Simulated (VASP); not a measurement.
# Sn (Im-3m) in VASP: notebook, part 2 of 2

VASP 6.6.1. Earlier steps stand in the parts before.

## 3. Single point, PBE

This run uses another cell than the first one, of 27.20 Å³/atom, 0.977 times its volume.

INCAR reads:

```
SYSTEM = Sn
PREC = Accurate
ENCUT = 520
EDIFF = 1E-6
ISMEAR = 0
SIGMA = 0.027000000000000003
LREAL = .FALSE.
LASPH = .TRUE.
NELM = 60
ALGO = Fast
ISIF = 2
LWAVE = .FALSE.
LCHARG = .TRUE.
GGA = PE
LELF = .TRUE.
LVHAR = .TRUE.
NBANDS = 13
```

KPOINTS reads:

```
Automatic mesh
0
G
  10 10 10
  0 0 0
```

POSCAR reads:

```
Sn
1.0
   -1.8946518192      1.8946518192      1.8946518192
    1.8946518192     -1.8946518192      1.8946518192
    1.8946518192      1.8946518192     -1.8946518192
Sn
1
Direct
    0.0000000000      0.0000000000      0.0000000000
```

Potentials or basis: VASP PAW PBE potentials, release 64 (Sn_d).

On the command line:

```bash
$ cat potpaw_PBE.64/Sn_d/POTCAR > POTCAR
$ mpirun -np 1 vasp_std > vasp.out
```

OUTCAR:

```text
SYSTEM = Sn
   PREC = Accurate
   ENCUT = 520
   EDIFF = 1E-6
   ISMEAR = 0
   LREAL = .FALSE.
   LASPH = .TRUE.
   NELM = 60
   ISIF = 2
   GGA = PE

 ion  position               nearest neighbor table
   1  0.000  0.000  0.000-

  LATTYP: Found a body centered cubic cell.
 ALAT       =     3.7893036384

  Lattice vectors:

 A1 = (  -1.8946518192,   1.8946518192,   1.8946518192)
 A2 = (   1.8946518192,  -1.8946518192,   1.8946518192)
 A3 = (   1.8946518192,   1.8946518192,  -1.8946518192)

Analysis of symmetry for initial positions (statically):
=====================================================================
 Subroutine PRICEL returns:
 Original cell was already a primitive cell.

 Routine SETGRP: Setting up the symmetry group for a
 body centered cubic supercell.

 Subroutine GETGRP returns: Found 48 space group operations
[... 9 lines left out ...]

 Routine SETGRP: Setting up the symmetry group for a
 body centered cubic supercell.

 Subroutine GETGRP returns: Found 48 space group operations
[... 11 lines left out ...]
                                     Primitive cell

  volume of cell :      27.2050

  direct lattice vectors                    reciprocal lattice vectors
    -1.894651819  1.894651819  1.894651819     0.000000000  0.263900731  0.263900731
     1.894651819 -1.894651819  1.894651819     0.263900731  0.000000000  0.263900731
     1.894651819  1.894651819 -1.894651819     0.263900731  0.263900731  0.000000000

  length of vectors
     3.281633214  3.281633214  3.281633214     0.373211993  0.373211993  0.373211993

  position of ions in fractional coordinates (direct lattice)
     0.000000000  0.000000000  0.000000000

  ion indices of the primitive-cell ions
   primitive index   ion index
                 1           1

----------------------------------------------------------------------------------------

 KPOINTS: Automatic mesh

Automatic generation of k-mesh.
 Grid dimensions read from file:
 generate k-points for:   10   10   10

 Generating k-lattice:

  Cartesian coordinates                     Fractional coordinates (reciprocal lattice)
     0.000000000  0.026390073  0.026390073     0.100000000  0.000000000  0.000000000
     0.026390073  0.000000000  0.026390073     0.000000000  0.100000000  0.000000000
     0.026390073  0.026390073  0.000000000     0.000000000  0.000000000  0.100000000

  Length of vectors
     0.037321199  0.037321199  0.037321199

  Shift w.r.t. Gamma in fractional coordinates (k-lattice)
     0.000000000  0.000000000  0.000000000

 Subroutine IBZKPT returns following result:
 ===========================================

 Found     47 irreducible k-points:

 Following reciprocal coordinates:
            Coordinates               Weight
  0.000000  0.000000  0.000000      1.000000
  0.100000  0.000000  0.000000     12.000000
  0.200000  0.000000  0.000000     12.000000
  0.300000  0.000000  0.000000     12.000000
  0.400000  0.000000  0.000000     12.000000
  0.500000  0.000000  0.000000      6.000000
[... 16 lines left out ...]
  0.300000  0.300000  0.100000      8.000000
 -0.300000  0.300000  0.100000     24.000000
 [... further k-points ...]
   k-points           NKPTS =     47   k-points in BZ     NKDIM =     47   number of bands    NBANDS=     13
   number of dos      NEDOS =    301   number of ions     NIONS =      1
   total plane-waves  NPLWV =  13824
   dimension x,y,z NGX =    24 NGY =   24 NGZ =   24
   dimension x,y,z NGXF=    48 NGYF=   48 NGZF=   48
   ions per type =               1
   NGX,Y,Z   is equivalent  to a cutoff of  12.16, 12.16, 12.16 a.u.
   NGXF,Y,Z  is equivalent  to a cutoff of  24.32, 24.32, 24.32 a.u.
 SYSTEM =  Sn
   PREC   = accura    normal or accurate (medium, high low for compatibility)
   ISTART =      0    job   : 0-new  1-cont  2-samecut
   ICHARG =      2    charge: 1-file 2-atom 10-const
   ISPIN  =      1    spin polarized calculation?
   LNONCOLLINEAR =      F non collinear calculations
   LSORBIT =      F    spin-orbit coupling
   LASPH  =      T    aspherical Exc in radial PAW
   ENCUT  =  520.0 eV  38.22 Ry    6.18 a.u.   6.10  6.10  6.10*2*pi/ulx,y,z
   NELM   =     60;   NELMIN=  2; NELMDL= -5     # of ELM steps
   EDIFF  = 0.1E-05   stopping-criterion for ELM
   LREAL  =      F    real-space projection
   EDIFFG = 0.1E-04   stopping-criterion for IOM
   NSW    =      0    number of steps for IOM
   IBRION =     -1    ionic relax: 0-MD 1-quasi-New 2-CG
   NFREE  =      0    steps in history (QN), initial steepest desc. (CG)
   ISIF   =      2    stress and relaxation
   ISYM   =      2    0-nonsym 1-usesym 2-fastsym
   POTIM  = 0.5000    time-step for ionic-motion
   TEBEG  =    0.0;   TEEND  =   0.0 temperature during run
   PSTRESS=    0.0 pullay stress
   NELECT =      14.0000    total number of electrons
   NUPDOWN=      -1.0000    fix difference up-down
   EMIN   =  10.00;   EMAX   =-10.00  energy-range for DOS
   EFERMI =   0.00;   METHOD = LEGACY
   ISMEAR =     0;   SIGMA  =   0.03  broadening in eV -4-tet -1-fermi 0-gaus
   EFERMI_NEDOS =   21; number of points for ismear=-14 and -15
   IALGO  =     68    algorithm
   IMIX   =      4    mixing-type and parameters
     AMIX     =   0.40;   BMIX     =  1.00
     AMIX_MAG =   1.60;   BMIX_MAG =  1.00
  volume/ion in A,a.u.               =      27.20       183.59
  Fermi-wavevector in a.u.,A,eV,Ry     =   1.311902  2.479136 23.416813  1.721087
  Thomas-Fermi vector in A             =   2.442332
   LORBIT       =      0    0 simple, 1 ext, 2 COOP (PROOUT), +10 PAW based schemes
   GGA     = PE    functional components
   LHFCALC =     F    Hartree Fock is set to
   AEXX    =    0.0000 exact exchange contribution
   IVDW    =     0    specifies the selected vdW correction
   LEPSILON=     F    determine dielectric tensor
   LRPA    =     F    only Hartree local field effects (RPA)
 non-spin polarized calculation
 RMM-DIIS sequential band-by-band and
 Gauss-broadening in eV      SIGMA  =   0.03
  energy-cutoff  :      520.00
  volume of cell :       27.20
 maximum number of plane-waves:       751
   NGX = 13   NGY = 13   NGZ = 13

 number of electron      13.9999996 magnetization

 Free energy of the ion-electron system (eV)
  ---------------------------------------------------
  ext. energy  EPLUGINS =         0.00000000
  ---------------------------------------------------
  free energy    TOTEN  =        -3.75874926 eV

  energy without entropy =       -3.75827206  energy(sigma->0) =       -3.75851066

 E-fermi :   8.0685     XC(G=0): -10.3647

 val. band max:        8.0574664005   @ k =   0.3000   0.0000   0.0000
 cond. band min:       8.0787729638   @ k =   0.2000   0.2000   0.2000
 fundamental gap:      0.0213065633
 Fermi energy:         8.0684932925

 k-point     1 :       0.0000    0.0000    0.0000
  band No.  band energies     occupation
      1     -13.4919      2.00000
      2     -13.4919      2.00000
      3     -13.4919      2.00000
      4     -13.3541      2.00000
      5     -13.3541      2.00000
      6      -3.0017      2.00000
      7      16.0380      0.00000
      8      16.0380      0.00000
      9      16.0380      0.00000
     10      20.1931      0.00000
     11      20.1932      0.00000
     12      20.1934      0.00000
     13      20.8030      0.00000

 k-point     2 :       0.1000    0.0000    0.0000
  band No.  band energies     occupation
      1     -13.4963      2.00000
      2     -13.4856      2.00000
      3     -13.4713      2.00000
      4     -13.3590      2.00000
      5     -13.3548      2.00000
      6      -2.7837      2.00000
      7      14.3052      0.00000
      8      15.2495      0.00000
      9      15.7518      0.00000
     10      18.6112      0.00000
     11      18.9431      0.00000
     12      19.8579      0.00000
     13      21.5394      0.00000
[... 321 lines left out ...]
 k-point    23 :       0.3000    0.3000    0.1000
  band No.  band energies     occupation
      1     -13.4925      2.00000
      2     -13.3952      2.00000
      3     -13.3952      2.00000
      4     -13.3549      2.00000
      5     -13.3549      2.00000
      6       2.7181      2.00000
      7       5.8039      2.00000
      8       5.8039      2.00000
      9       9.7137      0.00000
     10      22.0396      0.00000
     11      22.9319      0.00000
     12      22.9319      0.00000
     13      26.6589      0.00000

 k-point    24 :      -0.3000    0.3000    0.1000
  band No.  band energies     occupation
      1     -13.4997      2.00000
      2     -13.4549      2.00000
      3     -13.3863      2.00000
      4     -13.3628      2.00000
      5     -13.3513      2.00000
      6      -0.8265      2.00000
      7       8.2375      0.00000
      8      11.9271      0.00000
      9      13.2334      0.00000
     10      17.0750      0.00000
     11      18.0820      0.00000
     12      19.0585      0.00000
     13      24.8524      0.00000

 [... further k-points ...]
[... 5 lines left out ...]
  --------------------------------------------------------------------------------------
  -------------------------------------------------------------------------------------
  Total        0.1128973      0.1128973      0.1128973     -0.0000000      0.0000000     -0.0000000
  in kB        6.6488379      6.6488379      6.6488379     -0.0000000      0.0000000     -0.0000000
  external PRESSURE =       6.6488379 kB  Pullay stress =       0.0000000 kB

 VOLUME and BASIS-vectors are now :
 -----------------------------------------------------------------------------
  energy-cutoff  :      520.00
  volume of cell :       27.20
      direct lattice vectors                 reciprocal lattice vectors
    -1.894651819  1.894651819  1.894651819     0.000000000  0.263900731  0.263900731
     1.894651819 -1.894651819  1.894651819     0.263900731  0.000000000  0.263900731
     1.894651819  1.894651819 -1.894651819     0.263900731  0.263900731  0.000000000

 POSITION                                       TOTAL-FORCE (eV/Angst)
 -----------------------------------------------------------------------------------
      0.00000      0.00000      0.00000        -0.000000     -0.000000     -0.000000
 -----------------------------------------------------------------------------------
    total drift:                                0.000000      0.000000      0.000000

  FREE ENERGIE OF THE ION-ELECTRON SYSTEM (eV)
  ---------------------------------------------------
  free  energy   TOTEN  =        -3.7587492629 eV

  energy  without entropy=       -3.7582720566  energy(sigma->0) =       -3.75851066
```

Run time: 11 s. Hardware: 1 thread of Intel Xeon Platinum 8559C (Emerald Rapids), shared host; peak memory 0.13 GiB.

What came out:

```
Free energy            : -3.7587 eV
Pressure               : 0.7 GPa
Band gap on the k mesh : zero (band 7 reaches 16.04 eV, above the bottom of band 8 at 5.80 eV)
```

Caveat: spin-orbit coupling is left out, which moves the levels of the heavy elements.

## 4. Single point, PBE

This run uses another cell than the first one, of 27.20 Å³/atom, 0.977 times its volume.

INCAR reads:

```
PREC = Accurate
ENCUT = 520
EDIFF = 1E-6
ISMEAR = 0
SIGMA = 0.028000000000000004
LREAL = False
LASPH = True
NELM = 100
ALGO = Normal
ISIF = 2
LWAVE = False
LCHARG = False
GGA = PE
NBANDS = 13
```

KPOINTS reads:

```
Automatic mesh
0
Gamma
  10 10 10
```

POSCAR is that of step 3.

Potentials or basis: VASP PAW PBE potentials, release 64 (Sn_d).

On the command line:

```bash
$ cat potpaw_PBE.64/Sn_d/POTCAR > POTCAR
$ mpirun -np 1 vasp_std > vasp.out
```

OUTCAR:

```text
PREC = Accurate
   ENCUT = 520
   EDIFF = 1E-6
   ISMEAR = 0
   LREAL = False
   LASPH = True
   NELM = 100
   ISIF = 2
   GGA = PE

 ion  position               nearest neighbor table
   1  0.000  0.000  0.000-

  LATTYP: Found a body centered cubic cell.
 ALAT       =     3.7893036384

  Lattice vectors:

 A1 = (  -1.8946518192,   1.8946518192,   1.8946518192)
 A2 = (   1.8946518192,  -1.8946518192,   1.8946518192)
 A3 = (   1.8946518192,   1.8946518192,  -1.8946518192)

Analysis of symmetry for initial positions (statically):
=====================================================================
 Subroutine PRICEL returns:
 Original cell was already a primitive cell.

 Routine SETGRP: Setting up the symmetry group for a
 body centered cubic supercell.

 Subroutine GETGRP returns: Found 48 space group operations
[... 9 lines left out ...]

 Routine SETGRP: Setting up the symmetry group for a
 body centered cubic supercell.

 Subroutine GETGRP returns: Found 48 space group operations
[... 11 lines left out ...]
                                     Primitive cell

[... 135 lines left out ...]

 E-fermi :   8.0683     XC(G=0): -10.3646

 val. band max:        8.0575627425   @ k =   0.3000   0.0000   0.0000
 cond. band min:       8.0788117749   @ k =   0.2000   0.2000   0.2000
 fundamental gap:      0.0212490324
 Fermi energy:         8.0683060133

 k-point     1 :       0.0000    0.0000    0.0000
  band No.  band energies     occupation
      1     -13.4906      2.00000
      2     -13.4906      2.00000
      3     -13.4906      2.00000
      4     -13.3528      2.00000
      5     -13.3528      2.00000
      6      -3.0016      2.00000
      7      16.0383      0.00000
      8      16.0383      0.00000
      9      16.0383      0.00000
     10      20.1930      0.00000
     11      20.1930      0.00000
     12      20.1930      0.00000
     13      20.8031      0.00000
[... 354 lines left out ...]
  band No.  band energies     occupation
      1     -13.4984      2.00000
      2     -13.4536      2.00000
      3     -13.3850      2.00000
      4     -13.3615      2.00000
      5     -13.3499      2.00000
      6      -0.8264      2.00000
      7       8.2376      0.00000
      8      11.9272      0.00000
      9      13.2336      0.00000
     10      17.0750      0.00000
     11      18.0821      0.00000
     12      19.0585      0.00000
     13      24.8501      0.00000

 [... further k-points ...]
[... 5 lines left out ...]
  --------------------------------------------------------------------------------------
  -------------------------------------------------------------------------------------
  Total        0.0977972      0.0977972      0.0977972     -0.0000000      0.0000000      0.0000000
  in kB        5.7595522      5.7595522      5.7595522     -0.0000000      0.0000000      0.0000000
  external PRESSURE =       5.7595522 kB  Pullay stress =       0.0000000 kB

 VOLUME and BASIS-vectors are now :
 -----------------------------------------------------------------------------
  energy-cutoff  :      520.00
  volume of cell :       27.20
      direct lattice vectors                 reciprocal lattice vectors
    -1.894651819  1.894651819  1.894651819     0.000000000  0.263900731  0.263900731
     1.894651819 -1.894651819  1.894651819     0.263900731  0.000000000  0.263900731
     1.894651819  1.894651819 -1.894651819     0.263900731  0.263900731  0.000000000

 POSITION                                       TOTAL-FORCE (eV/Angst)
 -----------------------------------------------------------------------------------
      0.00000      0.00000      0.00000         0.000000     -0.000000     -0.000000
 -----------------------------------------------------------------------------------
    total drift:                                0.000000      0.000000      0.000000

  FREE ENERGIE OF THE ION-ELECTRON SYSTEM (eV)
  ---------------------------------------------------
  free  energy   TOTEN  =        -3.7587667811 eV

  energy  without entropy=       -3.7582625208  energy(sigma->0) =       -3.75851465
```

stdout:

```text
POSCAR found type information on POSCAR Sn
 POSCAR found :  1 types and       1 ions
 scaLAPACK will be used
 LDA part: xc-table for (Slater+PW92), standard interpolation
 POSCAR, INCAR and KPOINTS ok, starting setup
 FFT: planning ... GRIDC
 FFT: planning ... GRID_SOFT
 FFT: planning ... GRID
 WAVECAR not read
 entering main loop
```

Wall time 6.8 s (1 thread of Intel Xeon Platinum 8559C (Emerald Rapids), shared host); peak memory 0.14 GiB.

Results:

```yaml
Free_energy: -3.7588 eV
Pressure: 0.6 GPa
Band_gap_on_the_k_mesh: zero (band 7 reaches 16.04 eV, above the bottom of band 8 at 5.80 eV)
```

Caveat: spin-orbit coupling is left out, which moves the levels of the heavy elements.

## 5. Overview

```tsv
level	cell	smearing	gap on the mesh (eV)	pressure (GPa)
BLYP+D4	a = 3.307 Å, angles 109.5°, 1 atom	fermi-dirac 0.05 eV	none	0.0
PBE	a = 3.282 Å, angles 109.5°, 1 atom	gaussian 0.027 eV	none	0.7
PBE	a = 3.282 Å, angles 109.5°, 1 atom	gaussian 0.028 eV	none	0.6
```

Alike in all rows: task single point; potentials or basis VASP PAW PBE potentials, release 64 (Sn_d); no spin polarisation; k mesh 10 × 10 × 10; cutoff (eV) 520.

Caveats: spin-orbit coupling is left out, which moves the levels of the heavy elements; the PAW data sets were made with another functional, which shifts forces and pressure a little (some runs); pairwise dispersion overbinds metals, which lowers pressure and volume (some runs).

Total energies depend on the potentials used, so only differences within one code and one set of settings carry meaning.
